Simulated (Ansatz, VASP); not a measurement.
## HOs: VASP beside Ansatz

```
H Os
1.0
     2.95703    0.00000    0.00000
    -1.47851    2.56086    0.00000
     0.00000    0.00000    4.69201
H Os
2 2
Direct
  0.33333 0.66667 0.99756
  0.66667 0.33333 0.49756
  0.33333 0.66667 0.38454
  0.66667 0.33333 0.88454
```

Alike in both runs: functional PBE; k mesh 6 × 6 × 4; occupations gaussian, width 0.1 eV; no spin polarisation.

Ansatz relaxed the structure, and its values are those at the end. VASP's run is a single point on that final structure, the one shown.

```csv
,VASP,Ansatz
version,VASP 6.6.1,Ansatz 0.2.0
potentials or method,"VASP PAW PBE potentials, release 64 (H, Os_sv_GW), cutoff 500 eV","scalar-relativistic, plane waves, PAW"
valence electrons in the cell,34,34
```

Ansatz gave:

```
gap on the k mesh at the Fermi level (eV) : none
pressure (GPa)                            : 0.0
```

Which values does VASP return?

gap on the k mesh at the Fermi level (eV): none; pressure (GPa): -2.2.

A gap of «none» marks a metal or a gap that the smearing closes.

The k mesh is coarse, so the values compare programs but aren't converged. Spin-orbit coupling is off throughout.
